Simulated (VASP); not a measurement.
# MgO (Fm-3m) in VASP: notebook, part 2 of 2

VASP 6.6.1. The steps go on from the part before.

### Step 5. Single point, PBE

This run uses another cell than the first one, of 9.73 Å³/atom, 1.083 times its volume.

Contents of INCAR:

```
PREC = Accurate ; ENCUT = 520
EDIFF = 1E-6 ; ISMEAR = 0
SIGMA = 0.05 ; LREAL = F
LASPH = T ; NELM = 80
ALGO = Normal ; ISIF = 2
LWAVE = F ; LCHARG = F
GGA = PE ; NBANDS = 11
```

Contents of KPOINTS:

```
regular mesh
0
Gamma
  10 10 10
```

Contents of POSCAR:

```
MgO
1.0
    0.0000000000      2.1351491430      2.1351491430
    2.1351491430      0.0000000000      2.1351491430
    2.1351491430      2.1351491430      0.0000000000
Mg O
1 1
Direct
    0.0000000000      0.0000000000      0.0000000000
    0.5000000000      0.5000000000      0.5000000000
```

Potentials or basis: VASP PAW PBE potentials, release 64 (Mg, O).

On the command line:

```console
$ cat potpaw_PBE.64/Mg/POTCAR potpaw_PBE.64/O/POTCAR > POTCAR
$ mpirun -np 1 vasp_std > vasp.out
```

OUTCAR:

```text
PREC = Accurate
   ENCUT = 520
   EDIFF = 1E-6
   ISMEAR = 0
   LREAL = F
   LASPH = T
   NELM = 80
   ISIF = 2
   GGA = PE

 ion  position               nearest neighbor table
   1  0.000  0.000  0.000-   2 2.14   2 2.14   2 2.14   2 2.14   2 2.14   2 2.14
   2  0.500  0.500  0.500-   1 2.14   1 2.14   1 2.14   1 2.14   1 2.14   1 2.14

  LATTYP: Found a face centered cubic cell.
 ALAT       =     4.2702982860

  Lattice vectors:

 A1 = (   0.0000000000,   2.1351491430,   2.1351491430)
 A2 = (   2.1351491430,   0.0000000000,   2.1351491430)
 A3 = (   2.1351491430,   2.1351491430,   0.0000000000)

Analysis of symmetry for initial positions (statically):
=====================================================================
 Subroutine PRICEL returns:
 Original cell was already a primitive cell.

 Routine SETGRP: Setting up the symmetry group for a
 face centered cubic supercell.

 Subroutine GETGRP returns: Found 48 space group operations
 (whereof 48 operations were pure point group operations)
 out of a pool of 48 trial point group operations.

The static configuration has the point symmetry O_h .
[... 170 lines left out ...]
      1     -14.1728      2.00000
      2       2.8847      2.00000
      3       2.8847      2.00000
      4       2.8847      2.00000
      5       7.2205      0.00000
      6      18.4503      0.00000
      7      18.4503      0.00000
      8      18.4503      0.00000
      9      22.2600      0.00000
     10      23.9870      0.00000
     11      23.9870      0.00000
[... 309 lines left out ...]
 k-point    24 :       0.4000    0.3000    0.0000
  band No.  band energies     occupation
      1     -13.0268      2.00000
      2      -0.5581      2.00000
      3       1.6404      2.00000
      4       1.8489      2.00000
      5      12.0526      0.00000
      6      12.9337      0.00000
      7      16.0524      0.00000
      8      20.5257      0.00000
      9      20.7255      0.00000
     10      27.2670      0.00000
     11      29.0452      0.00000

 [... further k-points ...]

------------------------ aborting loop because EDIFF is reached ----------------------------------------

  FORCE on cell =-STRESS in cart. coord.  units (eV):
  Direction    XX          YY          ZZ          XY          YZ          ZX
  --------------------------------------------------------------------------------------
  -------------------------------------------------------------------------------------
  Total       -0.2967192     -0.2967192     -0.2967192      0.0000000      0.0000000      0.0000000
  in kB      -24.4197713    -24.4197713    -24.4197713      0.0000000      0.0000000      0.0000000
  external PRESSURE =     -24.4197713 kB  Pullay stress =       0.0000000 kB

 VOLUME and BASIS-vectors are now :
 -----------------------------------------------------------------------------
  energy-cutoff  :      520.00
  volume of cell :       19.47
      direct lattice vectors                 reciprocal lattice vectors
     0.000000000  2.135149143  2.135149143    -0.234175679  0.234175679  0.234175679
     2.135149143  0.000000000  2.135149143     0.234175679 -0.234175679  0.234175679
     2.135149143  2.135149143  0.000000000     0.234175679  0.234175679 -0.234175679

 POSITION                                       TOTAL-FORCE (eV/Angst)
 -----------------------------------------------------------------------------------
      0.00000      0.00000      0.00000         0.000000      0.000000      0.000000
      2.13515      2.13515      2.13515        -0.000000     -0.000000      0.000000
 -----------------------------------------------------------------------------------
    total drift:                               -0.000000     -0.000000      0.000000

  FREE ENERGIE OF THE ION-ELECTRON SYSTEM (eV)
  ---------------------------------------------------
  free  energy   TOTEN  =       -11.9097615886 eV

  energy  without entropy=      -11.9097615886  energy(sigma->0) =      -11.90976159
```

stdout:

```text
POSCAR found type information on POSCAR MgO
 POSCAR found :  2 types and       2 ions
 scaLAPACK will be used
 LDA part: xc-table for (Slater+PW92), standard interpolation
 POSCAR, INCAR and KPOINTS ok, starting setup
 FFT: planning ... GRIDC
 FFT: planning ... GRID_SOFT
 FFT: planning ... GRID
 WAVECAR not read
 entering main loop
```

It took 4.5 s on 1 thread of Intel Xeon 6975P-C, shared host; peak memory 0.14 GiB.

Results:

| Quantity | Value |
| --- | --- |
| Free energy | -11.9098 eV |
| Pressure | -2.4 GPa |
| Band gap on the k mesh | 4.34 eV, direct |

Levels at points of the mesh, in eV from the valence-band top:
| k point | band 1 | band 2 | band 3 | band 4 | band 5 | band 6 | band 7 | band 8 | band 9 |
| --- | --- | --- | --- | --- | --- | --- | --- | --- | --- |
| (0.00, 0.00, 0.00) | -17.06 | 0.00 | 0.00 | 0.00 | 4.34 | 15.57 | 15.57 | 15.57 | 19.38 |
| (0.50, 0.00, 0.00) | -15.87 | -4.44 | -0.61 | -0.61 | 7.64 | 12.14 | 15.89 | 15.89 | 20.28 |
| (0.50, 0.50, 0.00) | -15.63 | -3.92 | -1.29 | -1.29 | 9.07 | 9.53 | 12.67 | 18.35 | 18.35 |

### Step 6. The runs side by side

| level | cell | gap on the mesh (eV) | pressure (GPa) |
| --- | --- | --- | --- |
| PBE+D3(BJ) | a = 2.941 Å, angles 60.0°, 2 atoms | 5.11 | 5.3 |
| revPBE+D3(BJ) | a = 2.948 Å, angles 60.0°, 2 atoms | 5.11 | 2.4 |
| revPBE+D3(BJ) | a = 2.928 Å, angles 60.0°, 2 atoms | 5.33 | 6.2 |
| PBE | a = 3.020 Å, angles 60.0°, 2 atoms | 4.34 | -2.4 |

Alike in all rows: task single point; potentials or basis VASP PAW PBE potentials, release 64 (Mg, O); no spin polarisation; k mesh 10 × 10 × 10; cutoff (eV) 520; smearing gaussian 0.05 eV.

Caveats: the PAW data sets were made with another functional, which shifts forces and pressure a little (some runs); three body term missing (some runs).

Absolute energies hang on the potentials; compare differences alone.

### Step 7. Comparison with measurements

Step 5. Measured gap of MgO: 7.83 eV (quoted in “Electronic structure of alkaline earth and post-transition metal oxides”, 2009, arxiv:0908.1581). This calculation gives 4.34 eV (-3.49 eV). The value is that of PBE, without temperature or zero-point motion. Semilocal functionals fall short of measured gaps as a rule.
